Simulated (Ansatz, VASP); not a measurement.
One calculation of Sn, two programs

```
Sn
1.0
    -1.81887    1.81887    1.81887
     1.81887   -1.81887    1.81887
     1.81887    1.81887   -1.81887
Sn
1
Direct
  0.00000 0.00000 0.00000
```

Change from the starting cell: strain -0.040 along x and y, -0.040 along z, atoms carried along.

Alike in both runs: task single point; functional PBEsol; k mesh 18 × 18 × 18; occupations gaussian, width 0.15 eV; no spin polarisation.

|  | VASP | Ansatz |
| --- | --- | --- |
| version | VASP 6.6.1 | Ansatz 0.2.0 |
| potentials or method | VASP PAW PBE potentials, release 64 (Sn_d), cutoff 520 eV | scalar-relativistic, plane waves, PAW |
| valence electrons in the cell | 14 | 14 |

|  | VASP | Ansatz | Ansatz less VASP |
| --- | --- | --- | --- |
| gap on the k mesh at the Fermi level (eV) | none | none | - |
| pressure (GPa) | 5.7 | 5.7 | +0.02 |

VASP's potentials were made for PBE, not for PBEsol. A gap of «none» marks a metal or a gap that the smearing closes. The functional is the same, so the differences come from potentials, cutoffs and numerics.
